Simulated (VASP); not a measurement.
Write the native input for VASP 6.6.1 that does the following.

- Task: single point
- Functional: r2SCAN
- Potentials or basis: VASP PAW PBE potentials, release 64 (Ge_d, Si)
- Cutoff: 520 eV
- k mesh: 12 × 12 × 4
- Occupations: gaussian, width 0.01 eV
- Spin: no spin polarisation
- Dipole correction: no
- Further INCAR settings: ALGO = Normal; EDIFF = 1e-07; NBANDS = 26

SiGe:

```
Ge Si
1.0
     3.90644    0.00000    0.00000
    -1.95322    3.38307    0.00000
     0.00000    0.00000    6.54453
Ge Si
2 2
Direct
  0.33333 0.66667 0.00122
  0.66667 0.33333 0.50122
  0.33333 0.66667 0.37378
  0.66667 0.33333 0.87378
```

This cell differs from its parent crystal: uniaxial z strain +1.5%.

The input as run:

POSCAR

```
SiGe
1.0
    3.9064373030      0.0000000000      0.0000000000
   -1.9532186515      3.3830739427      0.0000000000
    0.0000000000      0.0000000000      6.5445281949
Ge Si
2 2
Direct
    0.3333333333      0.6666666667      0.0012193843
    0.6666666667      0.3333333333      0.5012193843
    0.3333333333      0.6666666667      0.3737806157
    0.6666666667      0.3333333333      0.8737806157
```

INCAR.step1

```
PREC     = Accurate       # precision mode
ENCUT    = 520            # plane-wave cutoff, eV
ISMEAR   = 0              # smearing method
SIGMA    = 0.01           # smearing width, eV
LREAL    = False          # projectors in reciprocal space
LASPH    = True           # aspherical terms in the spheres
NELM     = 80             # most SCF steps
NBANDS   = 26             # bands
GGA      = PE             # functional
ALGO     = Normal         # electronic algorithm
EDIFF    = 1E-4           # SCF threshold, eV
LWAVE    = True           # write WAVECAR
LCHARG   = False          # write CHGCAR
```

INCAR.step2

```
PREC     = Accurate       # precision mode
ENCUT    = 520            # plane-wave cutoff, eV
EDIFF    = 1E-7           # SCF threshold, eV
ISMEAR   = 0              # smearing method
SIGMA    = 0.01           # smearing width, eV
LREAL    = False          # projectors in reciprocal space
LASPH    = True           # aspherical terms in the spheres
NELM     = 80             # most SCF steps
ALGO     = Normal         # electronic algorithm
ISIF     = 2              # what is computed and relaxed
LWAVE    = False          # write WAVECAR
LCHARG   = False          # write CHGCAR
METAGGA  = R2SCAN         # meta-GGA
LMIXTAU  = True         
NBANDS   = 26             # bands
ISTART   = 1
```

KPOINTS

```
regular mesh
0
Gamma
  12 12 4
```

Potentials or basis: VASP PAW PBE potentials, release 64 (Ge_d, Si).

Run with:

```bash
$ cat potpaw_PBE.64/Ge_d/POTCAR potpaw_PBE.64/Si/POTCAR > POTCAR
$ cp INCAR.step1 INCAR
$ mpirun -np 1 vasp_std > vasp.out
$ cp INCAR.step2 INCAR
$ mpirun -np 1 vasp_std > vasp.out
```

It gave:

The pressure is -1.3 GPa. The band gap on the k mesh is 0.73 eV (least direct gap 0.87 eV).

Caveat: the cell differs from its parent crystal (uniaxial z strain +1.5%); the PAW data sets were made with another functional, which shifts forces and pressure a little.

Wall time 3.8 min on 1 thread of Intel(R) Xeon(R) 6975P-C (Granite Rapids) (shared host), peak memory 0.27 GiB.
